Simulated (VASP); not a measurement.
# Al3GaN4 (Pm) in VASP: notebook

Al3GaN4 is run at these levels: r2SCAN; tasks: single point.

Program: VASP 6.6.1. These are calculated values, not measurements. Logs are shortened: lines on timing, memory, paths and dates and some standing lists are left out, and cuts for length are marked.

**1. The cell of the first run**

It takes space group Pm (No. 6, monoclinic). The conventional cell has a = 5.038 Å, b = 3.125 Å, c = 5.681 Å, α = 90.00°, β = 90.03°, γ = 90.00°. Al (site symmetry m) has 4 N at 1.90 to 1.96 Å within 2.5 Å. Al (site symmetry m) has 4 N at 1.89 to 1.98 Å within 2.5 Å. Within 2.5 Å of Al (site symmetry m) lie 4 N at 1.90 to 1.98 Å. Ga (site symmetry m) has 4 N at 1.96 to 2.03 Å within 2.6 Å. N (site symmetry m) has 3 Al at 1.91 to 1.98 Å and 1 Ga at 1.96 Å within 2.5 Å. N (site symmetry m) has 4 Al at 1.90 to 1.98 Å within 2.5 Å. N (site symmetry m) has 2 Al at 1.89 to 1.96 Å and 2 Ga at 1.96 Å within 2.5 Å. Within 2.5 Å of N (site symmetry m) lie 3 Al at 1.90 to 1.91 Å and 1 Ga at 2.03 Å.

**2. Single point, r2SCAN (strain +0.000 along x and y, +0.050 along z)**

Contents of POSCAR:

```
Al3GaN4
1.0
    5.0380821997      0.0000000000      0.0000640113
    0.0000000000      3.1249488257      0.0000000000
   -0.0032907421      0.0000000000      5.6809126274
Al Ga N
3 1 4
Direct
    0.5002216619      0.5000000000      0.1672550744
    0.0006683707      0.5000000000      0.8349019373
    0.0010043252      0.0000000000      0.3316444639
    0.4994946877      0.0000000000      0.6662044643
    0.1107069788      0.0000000000      0.6663170124
    0.1226755896      0.5000000000      0.1671322917
    0.6254135998      0.5000000000      0.8406810066
    0.6234137862      0.0000000000      0.3258647496
```

Contents of INCAR.step1:

```
SYSTEM = Al3GaN4
  PREC = Accurate
  ENCUT = 520
  ISMEAR = 0
  SIGMA = 0.05
  LREAL = .False.
  LASPH = .True.
  NELM = 60
  NBANDS = 31
  GGA = PE
  ALGO = Normal
  EDIFF = 1E-4
  LWAVE = .True.
  LCHARG = .False.
```

Contents of INCAR.step2:

```
SYSTEM = Al3GaN4
  PREC = Accurate
  ENCUT = 520
  EDIFF = 1E-6
  ISMEAR = 0
  SIGMA = 0.05
  LREAL = .False.
  LASPH = .True.
  NELM = 60
  ALGO = Normal
  ISIF = 2
  LWAVE = .False.
  LCHARG = .False.
  METAGGA = R2SCAN
  LMIXTAU = .True.
  NBANDS = 31
  ISTART = 1
```

Contents of KPOINTS:

```
Automatic mesh
0
Gamma
  6 8 4
  0 0 0
```

Potentials or basis: VASP PAW PBE potentials, release 64 (Al, Ga_d, N).

The run is started by

```bash
$ cat potpaw_PBE.64/Al/POTCAR potpaw_PBE.64/Ga_d/POTCAR potpaw_PBE.64/N/POTCAR > POTCAR
$ cp INCAR.step1 INCAR
$ mpirun -np 1 vasp_std > vasp.out
$ cp INCAR.step2 INCAR
$ mpirun -np 1 vasp_std > vasp.out
```

OUTCAR:

```text
SYSTEM = Al3GaN4
   PREC = Accurate
   ENCUT = 520
   EDIFF = 1E-6
   ISMEAR = 0
   LREAL = .False.
   LASPH = .True.
   NELM = 60
   ISIF = 2
   METAGGA = R2SCAN
   ISTART = 1

 ion  position               nearest neighbor table
   1  0.500  0.500  0.167-   6 1.90   8 1.91   8 1.91   7 1.96   3 3.11   3 3.11   3 3.11   3 3.11
                             2 3.15   2 3.15
   2  0.001  0.500  0.835-   7 1.89   5 1.91   5 1.91   6 1.98   4 3.11   4 3.11   4 3.12   4 3.12
                             1 3.15   1 3.15   3 3.23   3 3.23   3 3.26   3 3.26
   3  0.001  0.000  0.332-   8 1.90   6 1.92   6 1.92   5 1.98   1 3.11   1 3.11   1 3.11   1 3.11
                             2 3.23   2 3.23   2 3.26   2 3.26
   4  0.499  0.000  0.666-   7 1.96   7 1.96   5 1.96   8 2.03   2 3.11   2 3.11   2 3.12   2 3.12

   5  0.111  0.000  0.666-   2 1.91   2 1.91   4 1.96   3 1.98
   6  0.123  0.500  0.167-   1 1.90   3 1.92   3 1.92   2 1.98
   7  0.625  0.500  0.841-   2 1.89   4 1.96   4 1.96   1 1.96
   8  0.623  0.000  0.326-   3 1.90   1 1.91   1 1.91   4 2.03

  LATTYP: Found a simple monoclinic cell.
 ALAT       =     5.0380822001
 B/A-ratio  =     0.6202655498
 C/A-ratio  =     1.1275944605
 COS(beta)  =    -0.0005665573

  Lattice vectors:

 A1 = (   5.0380821997,   0.0000000000,   0.0000640113)
 A2 = (   0.0000000000,   3.1249488257,   0.0000000000)
 A3 = (  -0.0032907421,   0.0000000000,   5.6809126274)

Analysis of symmetry for initial positions (statically):
=====================================================================
 Subroutine PRICEL returns:
 Original cell was already a primitive cell.

 Routine SETGRP: Setting up the symmetry group for a
 simple monoclinic supercell.

 Subroutine GETGRP returns: Found  2 space group operations
 (whereof  2 operations were pure point group operations)
 out of a pool of  4 trial point group operations.

The static configuration has the point symmetry C_1h.

Analysis of symmetry for dynamics (positions and initial velocities):
=====================================================================
 Subroutine PRICEL returns:
 Original cell was already a primitive cell.

 Routine SETGRP: Setting up the symmetry group for a
 simple monoclinic supercell.

 Subroutine GETGRP returns: Found  2 space group operations
 (whereof  2 operations were pure point group operations)
 out of a pool of  4 trial point group operations.

The dynamic configuration has the point symmetry C_1h.

 Subroutine INISYM returns: Found  2 space group operations
 (whereof  2 operations are pure point group operations),
 and found     1 'primitive' translations

----------------------------------------------------------------------------------------

                                     Primitive cell

  volume of cell :      89.4389

  direct lattice vectors                    reciprocal lattice vectors
     5.038082200  0.000000000  0.000064011     0.198488225  0.000000000  0.000114977
     0.000000000  3.124948826  0.000000000     0.000000000  0.320005240  0.000000000
    -0.003290742  0.000000000  5.680912627    -0.000002237  0.000000000  0.176028054

  length of vectors
     5.038082200  3.124948826  5.680913581     0.198488258  0.320005240  0.176028054

  position of ions in fractional coordinates (direct lattice)
     0.500221662  0.500000000  0.167255074
     0.000668371  0.500000000  0.834901937
     0.001004325  0.000000000  0.331644464
     0.499494688  0.000000000  0.666204464
     0.110706979  0.000000000  0.666317012
     0.122675590  0.500000000  0.167132292
     0.625413600  0.500000000  0.840681007
     0.623413786  0.000000000  0.325864750

  ion indices of the primitive-cell ions
   primitive index   ion index
                 1           1
                 2           2
                 3           3
                 4           4
                 5           5
                 6           6
                 7           7
                 8           8

----------------------------------------------------------------------------------------

 KPOINTS: Automatic mesh

Automatic generation of k-mesh.
 Grid dimensions read from file:
 generate k-points for:    6    8    4

 Generating k-lattice:

  Cartesian coordinates                     Fractional coordinates (reciprocal lattice)
     0.033081371  0.000000000  0.000019163     0.166666667  0.000000000 -0.000000000
     0.000000000  0.040000655  0.000000000     0.000000000  0.125000000  0.000000000
    -0.000000559  0.000000000  0.044007013     0.000000000  0.000000000  0.250000000

  Length of vectors
     0.033081376  0.040000655  0.044007013

  Shift w.r.t. Gamma in fractional coordinates (k-lattice)
     0.000000000  0.000000000  0.000000000

 Subroutine IBZKPT returns following result:
 ===========================================

 Found     70 irreducible k-points:

 Following reciprocal coordinates:
            Coordinates               Weight
  0.000000  0.000000  0.000000      1.000000
  0.166667  0.000000 -0.000000      2.000000
  0.333333  0.000000 -0.000000      2.000000
  0.500000  0.000000 -0.000000      1.000000
  0.000000  0.125000  0.000000      2.000000
  0.166667  0.125000 -0.000000      4.000000
[... 16 lines left out ...]
  0.333333  0.000000  0.250000      2.000000
  0.500000  0.000000  0.250000      2.000000
 [... further k-points ...]
   k-points           NKPTS =     70   k-points in BZ     NKDIM =     70   number of bands    NBANDS=     31
   number of dos      NEDOS =    301   number of ions     NIONS =      8
   total plane-waves  NPLWV =  40320
   dimension x,y,z NGX =    40 NGY =   24 NGZ =   42
   dimension x,y,z NGXF=    80 NGYF=   48 NGZF=   84
   ions per type =               3   1   4
   NGX,Y,Z   is equivalent  to a cutoff of  13.20, 12.77, 12.29 a.u.
   NGXF,Y,Z  is equivalent  to a cutoff of  26.40, 25.54, 24.58 a.u.
 SYSTEM =  Al3GaN4
   PREC   = accura    normal or accurate (medium, high low for compatibility)
   ISTART =      1    job   : 0-new  1-cont  2-samecut
   ICHARG =      0    charge: 1-file 2-atom 10-const
   ISPIN  =      1    spin polarized calculation?
   LNONCOLLINEAR =      F non collinear calculations
   LSORBIT =      F    spin-orbit coupling
   LASPH  =      T    aspherical Exc in radial PAW
   ENCUT  =  520.0 eV  38.22 Ry    6.18 a.u.   9.37  5.81 10.56*2*pi/ulx,y,z
   NELM   =     60;   NELMIN=  2; NELMDL=  0     # of ELM steps
   EDIFF  = 0.1E-05   stopping-criterion for ELM
   LREAL  =      F    real-space projection
   EDIFFG = 0.1E-04   stopping-criterion for IOM
   NSW    =      0    number of steps for IOM
   IBRION =     -1    ionic relax: 0-MD 1-quasi-New 2-CG
   NFREE  =      0    steps in history (QN), initial steepest desc. (CG)
   ISIF   =      2    stress and relaxation
   ISYM   =      2    0-nonsym 1-usesym 2-fastsym
   POTIM  = 0.5000    time-step for ionic-motion
   TEBEG  =    0.0;   TEEND  =   0.0 temperature during run
   PSTRESS=    0.0 pullay stress
   NELECT =      42.0000    total number of electrons
   NUPDOWN=      -1.0000    fix difference up-down
   EMIN   =  10.00;   EMAX   =-10.00  energy-range for DOS
   EFERMI =   0.00;   METHOD = LEGACY
   ISMEAR =     0;   SIGMA  =   0.05  broadening in eV -4-tet -1-fermi 0-gaus
   EFERMI_NEDOS =   21; number of points for ismear=-14 and -15
   IALGO  =     38    algorithm
   IMIX   =      4    mixing-type and parameters
     AMIX     =   0.40;   BMIX     =  1.00
     AMIX_MAG =   1.60;   BMIX_MAG =  1.00
  volume/ion in A,a.u.               =      11.18        75.45
  Fermi-wavevector in a.u.,A,eV,Ry     =   1.272475  2.404629 22.030444  1.619192
  Thomas-Fermi vector in A             =   2.405351
   LORBIT       =      0    0 simple, 1 ext, 2 COOP (PROOUT), +10 PAW based schemes
   METAGGA = R2SCAN    functional components
   LHFCALC =     F    Hartree Fock is set to
   AEXX    =    0.0000 exact exchange contribution
   IVDW    =     0    specifies the selected vdW correction
   LEPSILON=     F    determine dielectric tensor
   LRPA    =     F    only Hartree local field effects (RPA)
 non-spin polarized calculation
 Gauss-broadening in eV      SIGMA  =   0.05
  energy-cutoff  :      520.00
  volume of cell :       89.44
 maximum number of plane-waves:      2438
 NGX is ok and might be reduce to    40
   NGX = 19   NGY = 11   NGZ = 21

 number of electron      42.0000006 magnetization

 Free energy of the ion-electron system (eV)
  ---------------------------------------------------
  ext. energy  EPLUGINS =         0.00000000
  ---------------------------------------------------
  free energy    TOTEN  =       -79.28845187 eV

  energy without entropy =      -79.28845187  energy(sigma->0) =      -79.28845187

 E-fermi :   5.5099     XC(G=0): -11.5113

 val. band max:        5.2888942423   @ k =   0.0000   0.0000   0.0000
 cond. band min:       8.9233390459   @ k =   0.0000   0.0000   0.0000
 fundamental gap:      3.6344448036
 Fermi energy:         5.5099273525

 k-point     1 :       0.0000    0.0000    0.0000
  band No.  band energies     occupation
      1     -10.6560      2.00000
      2      -9.3791      2.00000
      3      -9.3248      2.00000
      4      -8.4960      2.00000
      5      -8.0393      2.00000
      6      -7.9448      2.00000
[... 23 lines left out ...]
     30      16.6064      0.00000
     31      17.3034      0.00000

 k-point     2 :       0.1667    0.0000   -0.0000
  band No.  band energies     occupation
      1     -10.5602      2.00000
      2      -9.3936      2.00000
      3      -9.3161      2.00000
      4      -8.5704      2.00000
      5      -8.0395      2.00000
      6      -7.9470      2.00000
[... 23 lines left out ...]
     30      16.6539      0.00000
     31      17.1501      0.00000

 k-point     3 :       0.3333    0.0000   -0.0000
  band No.  band energies     occupation
      1     -10.2958      2.00000
      2      -9.5399      2.00000
      3      -9.2642      2.00000
      4      -8.7161      2.00000
      5      -8.0399      2.00000
      6      -7.9526      2.00000
[... 703 lines left out ...]
     30      16.3494      0.00000
     31      16.9599      0.00000

 k-point    24 :       0.5000    0.0000    0.2500
  band No.  band energies     occupation
      1      -9.9271      2.00000
      2      -9.6525      2.00000
      3      -9.2935      2.00000
      4      -8.9071      2.00000
      5      -8.0402      2.00000
      6      -7.9529      2.00000
[... 23 lines left out ...]
     30      16.3252      0.00000
     31      16.9677      0.00000

 [... further k-points ...]
[... 5 lines left out ...]
  --------------------------------------------------------------------------------------
  -------------------------------------------------------------------------------------
  Total       -1.6427405     -2.4286971    -10.9381454      0.0000000      0.0000000      0.0507205
  in kB      -29.4274941    -43.5068526   -195.9422099      0.0000000      0.0000000      0.9085898
  external PRESSURE =     -89.6255189 kB  Pullay stress =       0.0000000 kB

 VOLUME and BASIS-vectors are now :
 -----------------------------------------------------------------------------
  energy-cutoff  :      520.00
  volume of cell :       89.44
      direct lattice vectors                 reciprocal lattice vectors
     5.038082200  0.000000000  0.000064011     0.198488225  0.000000000  0.000114977
     0.000000000  3.124948826  0.000000000     0.000000000  0.320005240  0.000000000
    -0.003290742  0.000000000  5.680912627    -0.000002237  0.000000000  0.176028054

 POSITION                                       TOTAL-FORCE (eV/Angst)
 -----------------------------------------------------------------------------------
      2.51961      1.56247      0.95019         0.227421      0.000000     -0.274756
      0.00062      1.56247      4.74301         0.188839      0.000000      0.209071
      0.00397      0.00000      1.88404         0.170548      0.000000      0.242707
      2.51430      0.00000      3.78468         0.225852      0.000000     -0.250759
      0.55556      0.00000      3.78530        -0.221909      0.000000     -0.325734
      0.61750      1.56247      0.94947        -0.211575      0.000000     -0.301624
      3.14812      1.56247      4.77588        -0.213513      0.000000      0.447775
      3.13974      0.00000      1.85125        -0.165662      0.000000      0.253321
 -----------------------------------------------------------------------------------
    total drift:                                0.056539     -0.000000      0.004865

  FREE ENERGIE OF THE ION-ELECTRON SYSTEM (eV)
  ---------------------------------------------------
  free  energy   TOTEN  =       -79.2884518660 eV

  energy  without entropy=      -79.2884518660  energy(sigma->0) =      -79.28845187
```

It took 6.4 min on 1 thread of AMD EPYC 9R45 (Zen 5), shared host; peak memory 0.29 GiB.

Results:

```
Free energy            : -79.2885 eV
Pressure               : -9.0 GPa
Largest force          : 0.496 eV/Å
Band gap on the k mesh : 3.63 eV
```

Forces on the atoms (eV/Å):
```
Al   0.227  0.000 -0.275
Al   0.189  0.000  0.209
Al   0.171  0.000  0.243
Ga   0.226  0.000 -0.251
N   -0.222  0.000 -0.326
N   -0.212  0.000 -0.302
N   -0.214  0.000  0.448
N   -0.166  0.000  0.253
```

Levels at points of the mesh, in eV from the valence-band top:
```
           k point  band 17  band 18  band 19  band 20  band 21  band 22  band 23  band 24  band 25  band 26
(0.00, 0.00, 0.00)    -0.96    -0.61    -0.34    -0.04     0.00     3.63     5.88     6.42     6.64     8.16
(0.50, 0.00, 0.00)    -1.35    -0.94    -0.69    -0.60    -0.29     5.32     5.82     5.94     6.23     9.21
(0.00, 0.50, 0.00)    -3.00    -1.87    -1.78    -1.67    -1.59     6.28     6.30     7.77     7.80     8.06
(0.50, 0.50, 0.00)    -2.98    -1.19    -1.17    -1.15    -0.84     6.56     6.89     6.95     7.02     8.36
(0.00, 0.00, 0.50)    -1.50    -0.65    -0.52    -0.49    -0.11     5.79     6.26     7.50     8.02     8.20
(0.50, 0.00, 0.50)    -1.44    -1.13    -1.08    -1.06    -0.64     6.35     6.64     6.87     6.98     8.26
(0.00, 0.50, 0.50)    -2.51    -1.94    -1.87    -0.96    -0.81     5.26     5.89     6.25     6.37     7.31
(0.50, 0.50, 0.50)    -1.66    -1.57    -1.54    -1.45    -1.14     5.04     5.53     5.57     5.58     8.19
```

Caveat: the cell differs from its parent crystal (strain +0.000 along x and y, +0.050 along z); the cell stands under tension; the PAW data sets were made with another functional, which shifts forces and pressure a little.

(Continued in part 2 of 2.)
